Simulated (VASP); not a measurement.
# Pd (Fm-3m) in VASP: a series of runs, part 2 of 2

VASP 6.6.1.

## 3. Single point, r2SCAN, collinear spin, ferromagnetic start

POSCAR reads:

```
Pd
1.0
    0.0000000000      1.9567730079      1.9567730079
    1.9567730079      0.0000000000      1.9567730079
    1.9567730079      1.9567730079      0.0000000000
Pd
1
Direct
    0.0000000000      0.0000000000      0.0000000000
```

INCAR.step1 reads:

```
SYSTEM = Pd
PREC = Accurate ; ENCUT = 520
ISMEAR = 1 ; SIGMA = 0.01
LREAL = .FALSE. ; LASPH = .TRUE.
NELM = 150 ; ISPIN = 2
MAGMOM = 0.436 ; LMAXMIX = 4
NBANDS = 15 ; GGA = PE
ALGO = Normal ; EDIFF = 1E-4
LWAVE = .TRUE. ; LCHARG = .FALSE.
```

INCAR.step2 reads:

```
SYSTEM = Pd
PREC = Accurate ; ENCUT = 520
EDIFF = 1E-6 ; ISMEAR = 1
SIGMA = 0.01 ; LREAL = .FALSE.
LASPH = .TRUE. ; NELM = 150
ALGO = Normal ; ISIF = 2
LWAVE = .FALSE. ; LCHARG = .FALSE.
ISPIN = 2 ; MAGMOM = 0.436
LORBIT = 11 ; LMAXMIX = 4
METAGGA = R2SCAN ; LMIXTAU = .TRUE.
NBANDS = 15 ; ISTART = 1
```

KPOINTS reads:

```
regular mesh
0
G
  14 14 14
  0 0 0
```

Potentials or basis: VASP PAW PBE potentials, release 64 (Pd).

Started as:

```console
> cat potpaw_PBE.64/Pd/POTCAR > POTCAR
> cp INCAR.step1 INCAR
> mpirun -np 1 vasp_std > vasp.out
> cp INCAR.step2 INCAR
> mpirun -np 1 vasp_std > vasp.out
```

Wall time 1.7 min (1 thread of Intel Xeon Platinum 8488C (Sapphire Rapids), shared host); peak memory 0.18 GiB.

It converged, with:

```
Free energy                                           : -22.9583 eV
Pressure                                              : 0.6 GPa
Net moment                                            : 0.48 μB per cell
Site moments                                          : Pd +0.49 μB
Valence electrons inside the program's atomic spheres : Pd 9.45
```

Levels at points of the mesh, in eV from the Fermi level:
Spin up:
```csv
k point,band 1,band 2,band 3,band 4,band 5,band 6,band 7,band 8,band 9,band 10
"(0.00, 0.00, 0.00)",-7.19,-3.26,-3.26,-3.26,-1.60,-1.60,17.87,21.73,22.76,22.76
"(0.50, 0.00, 0.00)",-5.62,-3.26,-3.26,-0.45,-0.45,1.21,7.28,17.28,21.74,21.78
"(0.50, 0.50, 0.00)",-5.65,-5.50,-0.43,-0.16,-0.16,3.53,10.90,13.68,13.68,21.35
```
Spin down:
```tsv
k point	band 3	band 4	band 5	band 6	band 7	band 8
(0.00, 0.00, 0.00)	-2.70	-2.70	-1.22	-1.22	17.87	22.78
(0.50, 0.00, 0.00)	-2.84	0.10	0.10	1.17	7.62	17.26
(0.50, 0.50, 0.00)	-0.04	0.50	0.50	3.52	11.12	13.73
```

Caveat: the PAW data sets were made with another functional, which shifts forces and pressure a little.

## 4. Single point, r2SCAN, collinear spin, ferromagnetic start

POSCAR is that of step 3.

INCAR.step1 reads:

```
PREC = Accurate
ENCUT = 520
ISMEAR = 1
SIGMA = 0.03
LREAL = False
LASPH = True
NELM = 150
ISPIN = 2
MAGMOM = 0.436
LMAXMIX = 4
NBANDS = 15
GGA = PE
ALGO = Normal
EDIFF = 1E-4
LWAVE = True
LCHARG = False
```

INCAR.step2 reads:

```
PREC = Accurate
ENCUT = 520
EDIFF = 1E-6
ISMEAR = 1
SIGMA = 0.03
LREAL = False
LASPH = True
NELM = 150
ALGO = Normal
ISIF = 2
LWAVE = False
LCHARG = True
ISPIN = 2
MAGMOM = 0.436
LORBIT = 11
LMAXMIX = 4
METAGGA = R2SCAN
LMIXTAU = True
LELF = True
LVHAR = True
NBANDS = 15
ISTART = 1
```

KPOINTS reads:

```
Automatic mesh
0
Gamma
  14 14 14
```

Started as:

```console
> cat potpaw_PBE.64/Pd/POTCAR > POTCAR
> cp INCAR.step1 INCAR
> mpirun -np 1 vasp_std > vasp.out
> cp INCAR.step2 INCAR
> mpirun -np 1 vasp_std > vasp.out
```

Wall time 2 min (1 thread of Intel Xeon Platinum 8488C (Sapphire Rapids), shared host); peak memory 0.18 GiB.

It converged, with:

- Free energy: -22.9583 eV
- Pressure: 0.6 GPa
- Net moment: 0.48 μB per cell
- Site moments: Pd +0.49 μB
- Valence electrons inside the program's atomic spheres: Pd 9.45

Levels at points of the mesh, in eV from the Fermi level:
Spin up:
```csv
k point,band 2,band 3,band 4,band 5,band 6,band 7,band 8,band 9
"(0.00, 0.00, 0.00)",-3.26,-3.26,-3.26,-1.60,-1.60,17.87,21.73,22.76
"(0.50, 0.00, 0.00)",-3.26,-3.26,-0.45,-0.45,1.20,7.28,17.27,21.74
"(0.50, 0.50, 0.00)",-5.50,-0.44,-0.17,-0.17,3.52,10.89,13.68,13.68
```
Spin down:
| k point | band 1 | band 2 | band 3 | band 4 | band 5 | band 6 | band 7 | band 8 | band 9 | band 10 |
| --- | --- | --- | --- | --- | --- | --- | --- | --- | --- | --- |
| (0.00, 0.00, 0.00) | -7.21 | -2.70 | -2.70 | -2.70 | -1.23 | -1.23 | 17.87 | 22.78 | 22.78 | 22.78 |
| (0.50, 0.00, 0.00) | -5.26 | -2.85 | -2.85 | 0.10 | 0.10 | 1.16 | 7.62 | 17.26 | 21.90 | 21.90 |
| (0.50, 0.50, 0.00) | -5.43 | -5.04 | -0.04 | 0.49 | 0.49 | 3.52 | 11.12 | 13.73 | 13.73 | 21.99 |

Caveat: the PAW data sets were made with another functional, which shifts forces and pressure a little.

## 5. Single point, r2SCAN

POSCAR reads:

```
Pd
1.0
    0.0000000000      1.9558504376      1.9558504376
    1.9558504376      0.0000000000      1.9558504376
    1.9558504376      1.9558504376      0.0000000000
Pd
1
Direct
    0.0000000000      0.0000000000      0.0000000000
```

INCAR.step1 reads:

```
SYSTEM = Pd
ALGO = Normal
EDIFF = 1E-4
ENCUT = 520
GGA = PE
ISMEAR = -1
LASPH = .TRUE.
LCHARG = .FALSE.
LREAL = .FALSE.
LWAVE = .TRUE.
NBANDS = 11
NELM = 80
PREC = Accurate
SIGMA = 0.1
```

INCAR.step2 reads:

```
SYSTEM = Pd
ALGO = Normal
EDIFF = 1E-7
ENCUT = 520
ISIF = 2
ISMEAR = -1
ISTART = 1
LASPH = .TRUE.
LCHARG = .FALSE.
LMIXTAU = .TRUE.
LREAL = .FALSE.
LWAVE = .FALSE.
METAGGA = R2SCAN
NBANDS = 11
NELM = 80
PREC = Accurate
SIGMA = 0.1
```

KPOINTS reads:

```
k-points
0
G
  2 2 2
  0 0 0
```

Started as:

```console
> cat potpaw_PBE.64/Pd/POTCAR > POTCAR
> cp INCAR.step1 INCAR
> mpirun -np 1 vasp_std > vasp.out
> cp INCAR.step2 INCAR
> mpirun -np 1 vasp_std > vasp.out
```

Run time: 10 s. Hardware: 1 thread of Intel Xeon 6975P-C (Granite Rapids), shared host; peak memory 0.14 GiB.

It converged, with:

```yaml
Free_energy: -19.8311 eV
Pressure: 64.1 GPa
Band_gap_on_the_k_mesh: zero (band 5 reaches 10.82 eV, above the bottom of band 6 at 9.15 eV)
```

Levels at points of the mesh, in eV from the Fermi level:
| k point | band 2 | band 3 | band 4 | band 5 | band 6 | band 7 | band 8 | band 9 |
| --- | --- | --- | --- | --- | --- | --- | --- | --- |
| (0.00, 0.00, 0.00) | -3.41 | -3.41 | -3.41 | -1.73 | -1.73 | 16.64 | 21.35 | 21.35 |
| (0.50, 0.00, 0.00) | -3.50 | -3.50 | -0.42 | -0.42 | 0.08 | 6.77 | 15.87 | 20.61 |
| (0.50, 0.50, 0.00) | -5.82 | -0.48 | -0.06 | -0.06 | 2.53 | 10.21 | 12.51 | 12.51 |

Caveat: the k points lie up to 1.39 Å⁻¹ apart; the PAW data sets were made with another functional, which shifts forces and pressure a little.

## 6. Single point, r2SCAN

POSCAR is that of step 5.

INCAR.step1 reads:

```
SYSTEM = Pd
ALGO     = Normal         ! electronic algorithm
EDIFF    = 1E-4           ! SCF threshold, eV
ENCUT    = 520            ! plane-wave cutoff, eV
GGA      = PE             ! functional
ISMEAR   = -1             ! smearing method
LASPH    = .TRUE.         ! aspherical terms in the spheres
LCHARG   = .FALSE.        ! write CHGCAR
LREAL    = .FALSE.        ! projectors in reciprocal space
LWAVE    = .TRUE.         ! write WAVECAR
NBANDS   = 11             ! bands
NELM     = 100            ! most SCF steps
PREC     = Accurate       ! precision mode
SIGMA    = 0.1            ! smearing width, eV
```

INCAR.step2 reads:

```
SYSTEM = Pd
ALGO     = Normal         ! electronic algorithm
EDIFF    = 1E-6           ! SCF threshold, eV
ENCUT    = 520            ! plane-wave cutoff, eV
ISIF     = 2              ! what is computed and relaxed
ISMEAR   = -1             ! smearing method
ISTART   = 1            
LASPH    = .TRUE.         ! aspherical terms in the spheres
LCHARG   = .FALSE.        ! write CHGCAR
LMIXTAU  = .TRUE.       
LREAL    = .FALSE.        ! projectors in reciprocal space
LWAVE    = .FALSE.        ! write WAVECAR
METAGGA  = R2SCAN         ! meta-GGA
NBANDS   = 11             ! bands
NELM     = 100            ! most SCF steps
PREC     = Accurate       ! precision mode
SIGMA    = 0.1            ! smearing width, eV
```

KPOINTS reads:

```
k-points
0
G
  4 4 4
  0 0 0
```

Potentials or basis: VASP PAW PBE potentials, release 64 (Pd).

Started as:

```console
> cat potpaw_PBE.64/Pd/POTCAR > POTCAR
> cp INCAR.step1 INCAR
> mpirun -np 1 vasp_std > vasp.out
> cp INCAR.step2 INCAR
> mpirun -np 1 vasp_std > vasp.out
```

Run time: 9.6 s. Hardware: 1 thread of Intel Xeon 6975P-C (Granite Rapids), shared host; peak memory 0.14 GiB.

The run converged. Its results:

```yaml
Free_energy: -23.1546 eV
Pressure: -0.2 GPa
Band_gap_on_the_k_mesh: zero (band 5 reaches 9.74 eV, above the bottom of band 6 at 8.15 eV)
```

Levels at points of the mesh, in eV from the Fermi level:
```csv
k point,band 1,band 2,band 3,band 4,band 5,band 6,band 7,band 8,band 9,band 10
"(0.00, 0.00, 0.00)",-7.30,-3.05,-3.05,-3.05,-1.48,-1.48,17.78,22.50,22.66,22.66
"(0.50, 0.00, 0.00)",-5.53,-3.13,-3.13,-0.23,-0.23,1.10,7.37,17.17,21.72,21.72
"(0.50, 0.50, 0.00)",-5.63,-5.35,-0.29,0.11,0.11,3.42,10.94,13.59,13.59,21.74
```

Caveat: the k points lie up to 0.70 Å⁻¹ apart; the PAW data sets were made with another functional, which shifts forces and pressure a little.

## 7. The runs side by side

| spin | cell | k mesh | smearing | gap on the mesh (eV) | pressure (GPa) | moment (μB) |
| --- | --- | --- | --- | --- | --- | --- |
| collinear, ferromagnetic start | a = 2.767 Å, angles 60.0°, 1 atom | 14 × 14 × 14 | gaussian 1 eV | none | 2.4 | 0.00 |
| collinear, ferromagnetic start | a = 2.767 Å, angles 60.0°, 1 atom | 14 × 14 × 14 | methfessel-paxton 0.01 eV | none | 0.6 | 0.48 |
| collinear, ferromagnetic start | a = 2.767 Å, angles 60.0°, 1 atom | 14 × 14 × 14 | methfessel-paxton 0.03 eV | none | 0.6 | 0.48 |
| off | a = 2.766 Å, angles 60.0°, 1 atom | 2 × 2 × 2 | fermi-dirac 0.1 eV | none | 64.1 | - |
| off | a = 2.766 Å, angles 60.0°, 1 atom | 4 × 4 × 4 | fermi-dirac 0.1 eV | none | -0.2 | - |

Alike in all rows: task single point; level r2SCAN; potentials or basis VASP PAW PBE potentials, release 64 (Pd); cutoff (eV) 520.

Caveats: some runs use coarse meshes; the PAW data sets were made with another functional, which shifts forces and pressure a little.

Total energies depend on the potentials used, so only differences within one code and one set of settings carry meaning.
